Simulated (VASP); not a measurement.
A run of VASP 6.6.1 is set up as follows.

INCAR

```
PREC = Accurate
ENCUT = 520
EDIFF = 1E-6
ISMEAR = 0
SIGMA = 0.1
LREAL = F
LASPH = T
NELM = 100
ALGO = Normal
ISIF = 2
LWAVE = F
LCHARG = F
GGA = PE
IVDW = 12
NBANDS = 46
```

File KPOINTS:

```
regular mesh
0
Gamma
  10 10 10
```

File POSCAR:

```
ZnCu2SnS4
1.0
   -2.6970593996      2.6970593996      5.3938532142
    2.6970593996     -2.6970593996      5.3938532142
    2.6970593996      2.6970593996     -5.3938532142
Zn Cu Sn S
1 2 1 4
Direct
    0.2500000000      0.7500000000      0.5000000000
    0.0000000000      0.0000000000      0.0000000000
    0.7500000000      0.2500000000      0.5000000000
    0.5000000000      0.5000000000      0.0000000000
    0.3705419606      0.8969794596      1.0080527558
    0.1030205404      0.1110732962      0.4735625011
    0.8889267038      0.3624892049     -0.0080527558
    0.6375107951      0.6294580394      0.5264374989
```

Potentials or basis: VASP PAW PBE potentials, release 64 (Zn, Cu, Sn_d, S).

Command:

```sh
$ cat potpaw_PBE.64/Zn/POTCAR potpaw_PBE.64/Cu/POTCAR potpaw_PBE.64/Sn_d/POTCAR potpaw_PBE.64/S/POTCAR > POTCAR
$ mpirun -np 1 vasp_std > vasp.out
```

Q: Estimate the largest force.

A: 0.037 eV/Å.

Q: Predict the dispersion energy per atom.

A: -0.345 eV.

Forces in eV/Å, atoms in the order of the input:
```
Zn   0.000  0.000  0.000
Cu   0.000  0.000  0.000
Cu   0.000  0.000  0.000
Sn   0.000  0.000  0.000
S   -0.027  0.018 -0.018
S    0.018  0.027  0.018
S    0.027 -0.018 -0.018
S   -0.018 -0.027  0.018
```
